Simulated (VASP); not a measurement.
# AlN (P6_3mc) in VASP: settings compared

Aim: see how the results for AlN move with the level of theory and the settings. Levels: PBE, r2SCAN. Tasks: single point.

Everything below comes from runs of VASP 6.6.1. Logs are shortened: lines on timing, memory, paths and dates and some standing lists are left out, and cuts for length are marked.

### 1 The cell of the first run

It takes space group P6_3mc (No. 186, hexagonal). Conventional cell: a = 3.107 Å, b = 3.107 Å, c = 4.979 Å, α = 90.00°, β = 90.00°, γ = 120.00°. Al (site symmetry 3m) has 4 N at 1.89 to 1.90 Å within 2.5 Å. Within 2.5 Å of N (site symmetry 3m) lie 4 Al at 1.89 to 1.90 Å.

### 2 Single point, PBE

INCAR reads:

```
  ALGO = Normal
  EDIFF = 1E-6
  ENCUT = 520
  GGA = PE
  ISIF = 2
  ISMEAR = 0
  LASPH = T
  LCHARG = F
  LREAL = F
  LWAVE = F
  NBANDS = 16
  NELM = 100
  PREC = Accurate
  SIGMA = 0.01
```

KPOINTS reads:

```
k-points
0
Gamma
  9 9 4
```

POSCAR reads:

```
AlN
1.0
    3.1066937622      0.0000000000      0.0000000000
   -1.5533468811      2.6904757198      0.0000000000
    0.0000000000      0.0000000000      4.9785915530
Al N
2 2
Direct
    0.3333333333      0.6666666667     -0.0032954729
    0.6666666667      0.3333333333      0.4967045271
    0.3333333333      0.6666666667      0.3782954729
    0.6666666667      0.3333333333      0.8782954729
```

Potentials or basis: VASP PAW PBE potentials, release 64 (Al, N).

Started as:

```
cat potpaw_PBE.64/Al/POTCAR potpaw_PBE.64/N/POTCAR > POTCAR
mpirun -np 1 vasp_std > vasp.out
```

OUTCAR:

```text
EDIFF = 1E-6
   ENCUT = 520
   GGA = PE
   ISIF = 2
   ISMEAR = 0
   LASPH = T
   LREAL = F
   NELM = 100
   PREC = Accurate

 ion  position               nearest neighbor table
   1  0.333  0.667  0.997-   4 1.89   4 1.89   4 1.89   3 1.90   2 3.07   2 3.07   2 3.07   2 3.07
                             2 3.07   2 3.07
   2  0.667  0.333  0.497-   3 1.89   3 1.89   3 1.89   4 1.90   1 3.07   1 3.07   1 3.07   1 3.07
                             1 3.07   1 3.07
   3  0.333  0.667  0.378-   2 1.89   2 1.89   2 1.89   1 1.90
   4  0.667  0.333  0.878-   1 1.89   1 1.89   1 1.89   2 1.90

  LATTYP: Found a hexagonal cell.
 ALAT       =     3.1066937622
 C/A-ratio  =     1.6025369522

  Lattice vectors:

 A1 = (   3.1066937622,   0.0000000000,   0.0000000000)
 A2 = (  -1.5533468811,   2.6904757198,   0.0000000000)
 A3 = (   0.0000000000,   0.0000000000,   4.9785915530)

Analysis of symmetry for initial positions (statically):
=====================================================================
 Subroutine PRICEL returns:
 Original cell was already a primitive cell.

 Routine SETGRP: Setting up the symmetry group for a
 hexagonal supercell.

 Subroutine GETGRP returns: Found 12 space group operations
 (whereof  6 operations were pure point group operations)
 out of a pool of 24 trial point group operations.

The static configuration has the point symmetry C_3v.
 The point group associated with its full space group is C_6v.

Analysis of symmetry for dynamics (positions and initial velocities):
=====================================================================
 Subroutine PRICEL returns:
 Original cell was already a primitive cell.

 Routine SETGRP: Setting up the symmetry group for a
 hexagonal supercell.

 Subroutine GETGRP returns: Found 12 space group operations
 (whereof  6 operations were pure point group operations)
 out of a pool of 24 trial point group operations.

The dynamic configuration has the point symmetry C_3v.
 The point group associated with its full space group is C_6v.

 Subroutine INISYM returns: Found 12 space group operations
 (whereof  6 operations are pure point group operations),
 and found     1 'primitive' translations

----------------------------------------------------------------------------------------

                                     Primitive cell

  volume of cell :      41.6135

  direct lattice vectors                    reciprocal lattice vectors
     3.106693762  0.000000000  0.000000000     0.321885605  0.185840740  0.000000000
    -1.553346881  2.690475720  0.000000000     0.000000000  0.371681481  0.000000000
     0.000000000  0.000000000  4.978591553     0.000000000  0.000000000  0.200860020

  length of vectors
     3.106693762  3.106693762  4.978591553     0.371681481  0.371681481  0.200860020

  position of ions in fractional coordinates (direct lattice)
     0.333333333  0.666666667  0.996704527
     0.666666667  0.333333333  0.496704527
     0.333333333  0.666666667  0.378295473
     0.666666667  0.333333333  0.878295473

  ion indices of the primitive-cell ions
   primitive index   ion index
                 1           1
                 2           2
                 3           3
                 4           4

----------------------------------------------------------------------------------------

 KPOINTS: k-points

Automatic generation of k-mesh.
 Grid dimensions read from file:
 generate k-points for:    9    9    4

 Generating k-lattice:

  Cartesian coordinates                     Fractional coordinates (reciprocal lattice)
     0.035765067  0.020648971  0.000000000     0.111111111  0.000000000  0.000000000
     0.000000000  0.041297942  0.000000000     0.000000000  0.111111111  0.000000000
     0.000000000  0.000000000  0.050215005     0.000000000  0.000000000  0.250000000

  Length of vectors
     0.041297942  0.041297942  0.050215005

  Shift w.r.t. Gamma in fractional coordinates (k-lattice)
     0.000000000  0.000000000  0.000000000

 Subroutine IBZKPT returns following result:
 ===========================================

 Found     36 irreducible k-points:

 Following reciprocal coordinates:
            Coordinates               Weight
  0.000000  0.000000  0.000000      1.000000
  0.111111  0.000000  0.000000      6.000000
  0.222222  0.000000  0.000000      6.000000
  0.333333  0.000000  0.000000      6.000000
  0.444444  0.000000  0.000000      6.000000
  0.111111  0.111111  0.000000      6.000000
[... 16 lines left out ...]
  0.333333  0.222222  0.250000     24.000000
  0.333333  0.333333  0.250000      4.000000
 [... further k-points ...]
   k-points           NKPTS =     36   k-points in BZ     NKDIM =     36   number of bands    NBANDS=     16
   number of dos      NEDOS =    301   number of ions     NIONS =      4
   total plane-waves  NPLWV =  23040
   dimension x,y,z NGX =    24 NGY =   24 NGZ =   40
   dimension x,y,z NGXF=    48 NGYF=   48 NGZF=   80
   ions per type =               2   2
   NGX,Y,Z   is equivalent  to a cutoff of  12.84, 12.84, 13.36 a.u.
   NGXF,Y,Z  is equivalent  to a cutoff of  25.69, 25.69, 26.71 a.u.
 SYSTEM =  unknown system
   PREC   = accura    normal or accurate (medium, high low for compatibility)
   ISTART =      0    job   : 0-new  1-cont  2-samecut
   ICHARG =      2    charge: 1-file 2-atom 10-const
   ISPIN  =      1    spin polarized calculation?
   LNONCOLLINEAR =      F non collinear calculations
   LSORBIT =      F    spin-orbit coupling
   LASPH  =      T    aspherical Exc in radial PAW
   ENCUT  =  520.0 eV  38.22 Ry    6.18 a.u.   5.78  5.78  9.26*2*pi/ulx,y,z
   NELM   =    100;   NELMIN=  2; NELMDL= -5     # of ELM steps
   EDIFF  = 0.1E-05   stopping-criterion for ELM
   LREAL  =      F    real-space projection
   EDIFFG = 0.1E-04   stopping-criterion for IOM
   NSW    =      0    number of steps for IOM
   IBRION =     -1    ionic relax: 0-MD 1-quasi-New 2-CG
   NFREE  =      0    steps in history (QN), initial steepest desc. (CG)
   ISIF   =      2    stress and relaxation
   ISYM   =      2    0-nonsym 1-usesym 2-fastsym
   POTIM  = 0.5000    time-step for ionic-motion
   TEBEG  =    0.0;   TEEND  =   0.0 temperature during run
   PSTRESS=    0.0 pullay stress
   NELECT =      16.0000    total number of electrons
   NUPDOWN=      -1.0000    fix difference up-down
   EMIN   =  10.00;   EMAX   =-10.00  energy-range for DOS
   EFERMI =   0.00;   METHOD = LEGACY
   ISMEAR =     0;   SIGMA  =   0.01  broadening in eV -4-tet -1-fermi 0-gaus
   EFERMI_NEDOS =   21; number of points for ismear=-14 and -15
   IALGO  =     38    algorithm
   IMIX   =      4    mixing-type and parameters
     AMIX     =   0.40;   BMIX     =  1.00
     AMIX_MAG =   1.60;   BMIX_MAG =  1.00
  volume/ion in A,a.u.               =      10.40        70.21
  Fermi-wavevector in a.u.,A,eV,Ry     =   1.190429  2.249585 19.281103  1.417121
  Thomas-Fermi vector in A             =   2.326514
   LORBIT       =      0    0 simple, 1 ext, 2 COOP (PROOUT), +10 PAW based schemes
   GGA     = PE    functional components
   LHFCALC =     F    Hartree Fock is set to
   AEXX    =    0.0000 exact exchange contribution
   IVDW    =     0    specifies the selected vdW correction
   LEPSILON=     F    determine dielectric tensor
   LRPA    =     F    only Hartree local field effects (RPA)
 non-spin polarized calculation
 Gauss-broadening in eV      SIGMA  =   0.01
  energy-cutoff  :      520.00
  volume of cell :       41.61
 maximum number of plane-waves:      1152
 NGX is ok and might be reduce to    24
   NGX = 11   NGY = 11   NGZ = 19

 number of electron      15.9999997 magnetization

 Free energy of the ion-electron system (eV)
  ---------------------------------------------------
  ext. energy  EPLUGINS =         0.00000000
  ---------------------------------------------------
  free energy    TOTEN  =       -29.76784769 eV

  energy without entropy =      -29.76784769  energy(sigma->0) =      -29.76784769

 E-fermi :   6.2454     XC(G=0): -10.9266

 val. band max:        6.1855978668   @ k =   0.0000   0.0000   0.0000
 cond. band min:      10.4291811235   @ k =   0.0000   0.0000   0.0000
 fundamental gap:      4.2435832567
 Fermi energy:         6.2454472619

 k-point     1 :       0.0000    0.0000    0.0000
  band No.  band energies     occupation
      1      -9.0211      2.00000
      2      -6.8665      2.00000
      3       0.1766      2.00000
      4       5.3264      2.00000
      5       5.3264      2.00000
      6       5.9752      2.00000
[... 8 lines left out ...]
     15      19.3682      0.00000
     16      19.3682      0.00000

 k-point     2 :       0.1111    0.0000    0.0000
  band No.  band energies     occupation
      1      -8.8637      2.00000
      2      -6.7779      2.00000
      3       0.3640      2.00000
      4       4.6215      2.00000
      5       5.1286      2.00000
      6       5.2979      2.00000
[... 8 lines left out ...]
     15      19.2178      0.00000
     16      19.3809      0.00000

 k-point     3 :       0.2222    0.0000    0.0000
  band No.  band energies     occupation
      1      -8.4168      2.00000
      2      -6.5561      2.00000
      3       0.9080      2.00000
      4       3.1179      2.00000
      5       4.0408      2.00000
      6       4.7220      2.00000
[... 8 lines left out ...]
     15      18.3897      0.00000
     16      19.1597      0.00000

 k-point     4 :       0.3333    0.0000    0.0000
  band No.  band energies     occupation
      1      -7.7728      2.00000
      2      -6.3415      2.00000
      3       1.6741      2.00000
      4       1.7507      2.00000
      5       2.8583      2.00000
      6       4.3435      2.00000
[... 8 lines left out ...]
     15      18.3143      0.00000
     16      20.6294      0.00000
[... 324 lines left out ...]
 k-point    22 :       0.2222    0.2222    0.2500
  band No.  band energies     occupation
      1      -7.2773      2.00000
      2      -6.4531      2.00000
      3       1.4095      2.00000
      4       1.7496      2.00000
      5       3.4222      2.00000
      6       3.5705      2.00000
[... 8 lines left out ...]
     15      18.4345      0.00000
     16      20.8262      0.00000

 k-point    23 :       0.3333    0.2222    0.2500
  band No.  band energies     occupation
      1      -6.7892      2.00000
      2      -6.3815      2.00000
      3       1.1061      2.00000
      4       1.6200      2.00000
      5       2.6100      2.00000
      6       3.7580      2.00000
[... 8 lines left out ...]
     15      19.0690      0.00000
     16      21.1147      0.00000

 k-point    24 :       0.3333    0.3333    0.2500
  band No.  band energies     occupation
      1      -6.4865      2.00000
      2      -6.4865      2.00000
      3       1.6111      2.00000
      4       1.7415      2.00000
      5       1.7415      2.00000
      6       3.2299      2.00000
[... 8 lines left out ...]
     15      19.3105      0.00000
     16      21.6808      0.00000

 [... further k-points ...]
[... 5 lines left out ...]
  --------------------------------------------------------------------------------------
  -------------------------------------------------------------------------------------
  Total        1.1553657      1.1553657      1.1163632      0.0000000      0.0000000     -0.0000000
  in kB       44.4831994     44.4831994     42.9815507      0.0000000      0.0000000     -0.0000000
  external PRESSURE =      43.9826498 kB  Pullay stress =       0.0000000 kB

 VOLUME and BASIS-vectors are now :
 -----------------------------------------------------------------------------
  energy-cutoff  :      520.00
  volume of cell :       41.61
      direct lattice vectors                 reciprocal lattice vectors
     3.106693762  0.000000000  0.000000000     0.321885605  0.185840740  0.000000000
    -1.553346881  2.690475720  0.000000000     0.000000000  0.371681481  0.000000000
     0.000000000  0.000000000  4.978591553     0.000000000  0.000000000  0.200860020

 POSITION                                       TOTAL-FORCE (eV/Angst)
 -----------------------------------------------------------------------------------
     -0.00000      1.79365      4.96218         0.000000      0.000000     -0.009005
      1.55335      0.89683      2.47289        -0.000000     -0.000000     -0.009005
     -0.00000      1.79365      1.88338         0.000000      0.000000      0.009005
      1.55335      0.89683      4.37267        -0.000000      0.000000      0.009005
 -----------------------------------------------------------------------------------
    total drift:                               -0.000000     -0.000000     -0.000984

  FREE ENERGIE OF THE ION-ELECTRON SYSTEM (eV)
  ---------------------------------------------------
  free  energy   TOTEN  =       -29.7678476860 eV

  energy  without entropy=      -29.7678476860  energy(sigma->0) =      -29.76784769
```

Wall time 50 s (1 thread of AMD EPYC 7R13, shared host); peak memory 0.13 GiB.

What came out:

```yaml
Free_energy: -29.7678 eV
Pressure: 4.4 GPa
Largest_force: 0.009 eV/Å
Band_gap_on_the_k_mesh: 4.24 eV, direct
```

Forces in eV/Å, atoms in the order of the input:
```
Al   0.000  0.000 -0.009
Al   0.000  0.000 -0.009
N    0.000  0.000  0.009
N    0.000  0.000  0.009
```

### 3 Single point, PBE

INCAR reads:

```
SYSTEM = AlN
  ALGO = Normal
  EDIFF = 1E-6
  ENCUT = 520
  GGA = PE
  ISIF = 2
  ISMEAR = 0
  LASPH = .TRUE.
  LCHARG = .TRUE.
  LELF = .TRUE.
  LREAL = .FALSE.
  LVHAR = .TRUE.
  LWAVE = .FALSE.
  NBANDS = 16
  NELM = 60
  PREC = Accurate
  SIGMA = 0.01
```

KPOINTS reads:

```
k-points
0
G
  9 9 4
  0 0 0
```

POSCAR is that of step 2.

Potentials or basis: VASP PAW PBE potentials, release 64 (Al, N).

Started as:

```
cat potpaw_PBE.64/Al/POTCAR potpaw_PBE.64/N/POTCAR > POTCAR
mpirun -np 1 vasp_std > vasp.out
```

OUTCAR:

```text
SYSTEM = AlN
   EDIFF = 1E-6
   ENCUT = 520
   GGA = PE
   ISIF = 2
   ISMEAR = 0
   LASPH = .TRUE.
   LREAL = .FALSE.
   NELM = 60
   PREC = Accurate

 ion  position               nearest neighbor table
   1  0.333  0.667  0.997-   4 1.89   4 1.89   4 1.89   3 1.90   2 3.07   2 3.07   2 3.07   2 3.07
                             2 3.07   2 3.07
   2  0.667  0.333  0.497-   3 1.89   3 1.89   3 1.89   4 1.90   1 3.07   1 3.07   1 3.07   1 3.07
                             1 3.07   1 3.07
   3  0.333  0.667  0.378-   2 1.89   2 1.89   2 1.89   1 1.90
   4  0.667  0.333  0.878-   1 1.89   1 1.89   1 1.89   2 1.90

  LATTYP: Found a hexagonal cell.
 ALAT       =     3.1066937622
 C/A-ratio  =     1.6025369522

  Lattice vectors:

 A1 = (   3.1066937622,   0.0000000000,   0.0000000000)
 A2 = (  -1.5533468811,   2.6904757198,   0.0000000000)
 A3 = (   0.0000000000,   0.0000000000,   4.9785915530)

Analysis of symmetry for initial positions (statically):
=====================================================================
 Subroutine PRICEL returns:
[... 174 lines left out ...]
  free energy    TOTEN  =       -29.76784769 eV

  energy without entropy =      -29.76784769  energy(sigma->0) =      -29.76784769

 E-fermi :   6.2454     XC(G=0): -10.9266

 val. band max:        6.1855978668   @ k =   0.0000   0.0000   0.0000
 cond. band min:      10.4291811235   @ k =   0.0000   0.0000   0.0000
 fundamental gap:      4.2435832567
 Fermi energy:         6.2454472619

 k-point     1 :       0.0000    0.0000    0.0000
  band No.  band energies     occupation
      1      -9.0211      2.00000
      2      -6.8665      2.00000
      3       0.1766      2.00000
      4       5.3264      2.00000
      5       5.3264      2.00000
      6       5.9752      2.00000
[... 433 lines left out ...]
      3       1.6111      2.00000
      4       1.7415      2.00000
      5       1.7415      2.00000
      6       3.2299      2.00000
[... 8 lines left out ...]
     15      19.3105      0.00000
     16      21.6808      0.00000

 [... further k-points ...]
[... 5 lines left out ...]
  --------------------------------------------------------------------------------------
  -------------------------------------------------------------------------------------
  Total        1.1553657      1.1553657      1.1163632      0.0000000      0.0000000     -0.0000000
  in kB       44.4831994     44.4831994     42.9815507      0.0000000      0.0000000     -0.0000000
  external PRESSURE =      43.9826498 kB  Pullay stress =       0.0000000 kB

 VOLUME and BASIS-vectors are now :
 -----------------------------------------------------------------------------
  energy-cutoff  :      520.00
  volume of cell :       41.61
      direct lattice vectors                 reciprocal lattice vectors
     3.106693762  0.000000000  0.000000000     0.321885605  0.185840740  0.000000000
    -1.553346881  2.690475720  0.000000000     0.000000000  0.371681481  0.000000000
     0.000000000  0.000000000  4.978591553     0.000000000  0.000000000  0.200860020

 POSITION                                       TOTAL-FORCE (eV/Angst)
 -----------------------------------------------------------------------------------
     -0.00000      1.79365      4.96218         0.000000      0.000000     -0.009005
      1.55335      0.89683      2.47289        -0.000000     -0.000000     -0.009005
     -0.00000      1.79365      1.88338         0.000000      0.000000      0.009005
      1.55335      0.89683      4.37267        -0.000000      0.000000      0.009005
 -----------------------------------------------------------------------------------
    total drift:                               -0.000000     -0.000000     -0.000984

  FREE ENERGIE OF THE ION-ELECTRON SYSTEM (eV)
  ---------------------------------------------------
  free  energy   TOTEN  =       -29.7678476860 eV

  energy  without entropy=      -29.7678476860  energy(sigma->0) =      -29.76784769
```

OSZICAR:

```text
N       E                     dE             d eps       ncg     rms          rms(c)
DAV:   1     0.403234840477E+02    0.40323E+02   -0.73034E+03  1160   0.896E+02
DAV:   2    -0.312167335512E+02   -0.71540E+02   -0.65651E+02  1608   0.189E+02
DAV:   3    -0.345102743017E+02   -0.32935E+01   -0.32841E+01  1376   0.416E+01
DAV:   4    -0.345303955033E+02   -0.20121E-01   -0.20120E-01  1472   0.362E+00
DAV:   5    -0.345306633465E+02   -0.26784E-03   -0.26784E-03  1392   0.425E-01    0.122E+01
DAV:   6    -0.297555546779E+02    0.47751E+01   -0.10665E+01  1392   0.237E+01    0.417E+00
DAV:   7    -0.297796521873E+02   -0.24098E-01   -0.69418E-01  1240   0.583E+00    0.296E+00
DAV:   8    -0.297724712126E+02    0.71810E-02   -0.61162E-02  1272   0.227E+00    0.590E-01
DAV:   9    -0.297672955666E+02    0.51756E-02   -0.12649E-02  1520   0.830E-01    0.246E-01
DAV:  10    -0.297679306788E+02   -0.63511E-03   -0.23971E-03  1224   0.304E-01    0.134E-01
DAV:  11    -0.297678447735E+02    0.85905E-04   -0.18625E-04  1344   0.105E-01    0.331E-02
DAV:  12    -0.297678478824E+02   -0.31089E-05   -0.12189E-05  1328   0.278E-02    0.745E-03
DAV:  13    -0.297678476860E+02    0.19638E-06   -0.44266E-06  1320   0.162E-02
   1 F= -.29767848E+02 E0= -.29767848E+02  d E =-.483803E-20
```

Wall time 51 s (1 thread of AMD EPYC 7R13, shared host); peak memory 0.13 GiB.

What came out:

| Item | Value |
| --- | --- |
| Free energy | -29.7678 eV |
| Pressure | 4.4 GPa |
| Largest force | 0.009 eV/Å |
| Band gap on the k mesh | 4.24 eV, direct |

Forces in eV/Å, atoms in the order of the input:
```
Al   0.000  0.000 -0.009
Al   0.000  0.000 -0.009
N    0.000  0.000  0.009
N    0.000  0.000  0.009
```

Stress tensor (GPa, compression positive):
```
4.45 0.00 0.00
0.00 4.45 0.00
0.00 0.00 4.30
```

As with any semilocal functional, this PBE gap is likely too small.

(Part 1 of 2 ends here.)
